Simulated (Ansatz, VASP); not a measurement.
## GdO: VASP beside Ansatz

Contents of INCAR:

```
SYSTEM = GdO
ALGO = Normal ; EDIFF = 1E-6
ENCUT = 520 ; GGA = PE
ISIF = 2 ; ISMEAR = -1
ISPIN = 2 ; LASPH = .TRUE.
LCHARG = .FALSE. ; LMAXMIX = 6
LORBIT = 11 ; LREAL = .FALSE.
LWAVE = .FALSE. ; MAGMOM = 7 0
NBANDS = 23 ; NELM = 150
PREC = Accurate ; SIGMA = 0.03
```

The input KPOINTS:

```
k-points
0
G
  12 12 12
  0 0 0
```

File POSCAR:

```
GdO
1.0
    0.0000000000      2.7000000000      2.7000000000
    2.7000000000      0.0000000000      2.7000000000
    2.7000000000      2.7000000000      0.0000000000
Gd O
1 1
Direct
    0.0000000000      0.0000000000      0.0000000000
    0.2500000000      0.2500000000      0.2500000000
```

Input for Ansatz:

```yaml
crystal:
  lattice:
    - [0.0, 2.7, 2.7]
    - [2.7, 0.0, 2.7]
    - [2.7, 2.7, 0.0]
  atoms:
    - { symbol: Gd, position: [0.0, 0.0, 0.0], spin: 7.0 }
    - { symbol: O, position: [0.25, 0.25, 0.25] }
magnetization:
  spin_polarized: true
kpoints:
  mp_grid: { grid: [12, 12, 12] }
scf:
  occupations: { method: fermi_dirac, width: 0.03 }
hamiltonian:
  xc: pbe
  pseudopotentials: { kind: all_electron, lapw: { basis_error: 0.001 } }
output:
  forces: true
  stress: true
  eigenvalues: false
  populations: true
```

Alike in both runs: task single point; functional PBE; k mesh 12 × 12 × 12; occupations fermi-dirac, width 0.03 eV; collinear spin.

|  | VASP | Ansatz |
| --- | --- | --- |
| version | VASP 6.6.1 | Ansatz 0.2.0 |
| potentials or method | VASP PAW PBE potentials, release 64 (Gd, O), cutoff 520 eV | all-electron LAPW, scalar-relativistic |

Ansatz gave:

- pressure (GPa): -0.6
- net moment per atom (μB): 3.77
- size of the moment on the site where the two differ most (μB): 7.02

**Question.** Estimate VASP's values.

**Answer.** Pressure (GPa): -0.6; net moment per atom (μB): 3.79; size of the moment on the site where the two differ most (μB): 6.88.

Site moments also hang on the region over which each program counts them. Ansatz ran all-electron here, and VASP with PAW potentials.

Neither program's run includes spin-orbit coupling.
